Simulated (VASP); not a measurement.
A run of VASP 6.6.1:

File POSCAR:

```
AlN
1.0
    3.1181788264      0.0000000000      0.0000000000
   -1.5590894132      2.7004220772      0.0000000000
    0.0000000000      0.0000000000     15.1983573000
Al N
6 6
Direct
    0.0000000000      0.0000000000      0.1876380000
    0.0000000000      0.0000000000      0.6876380000
    0.3333333333      0.6666666667      0.5205500000
    0.6666666667      0.3333333333      0.0205500000
    0.3333333333      0.6666666667      0.8533970000
    0.6666666667      0.3333333333      0.3533970000
    0.0000000000      0.0000000000      0.3127860000
    0.0000000000      0.0000000000      0.8127860000
    0.3333333333      0.6666666667      0.9792560000
    0.6666666667      0.3333333333      0.4792560000
    0.3333333333      0.6666666667      0.6463720000
    0.6666666667      0.3333333333      0.1463720000
```

File INCAR.step1:

```
PREC = Accurate ; ENCUT = 520
ISMEAR = 0 ; SIGMA = 0.02
LREAL = False ; LASPH = True
NELM = 80 ; NBANDS = 36
GGA = PE ; ALGO = Normal
EDIFF = 1E-4 ; LWAVE = True
LCHARG = False
```

The input INCAR.step2:

```
PREC = Accurate ; ENCUT = 520
EDIFF = 1E-6 ; ISMEAR = 0
SIGMA = 0.02 ; LREAL = False
LASPH = True ; NELM = 80
ALGO = Normal ; ISIF = 2
LWAVE = False ; LCHARG = False
METAGGA = R2SCAN ; LMIXTAU = True
NBANDS = 36 ; ISTART = 1
```

KPOINTS

```
regular mesh
0
Gamma
  12 12 2
```

Potentials or basis: VASP PAW PBE potentials, release 64 (Al, N).

Launch:

```sh
$ cat potpaw_PBE.64/Al/POTCAR potpaw_PBE.64/N/POTCAR > POTCAR
$ cp INCAR.step1 INCAR
$ mpirun -np 1 vasp_std > vasp.out
$ cp INCAR.step2 INCAR
$ mpirun -np 1 vasp_std > vasp.out
```

Hardware: 1 thread of Oxide Virtual Turin-like Processor (shared host).

Question: Estimate the wall time of this run.

Answer: It took 13 min on 1 thread of Oxide Virtual Turin-like Processor, with other jobs on the host, peak memory 0.3 GiB. Counts: k points 38.
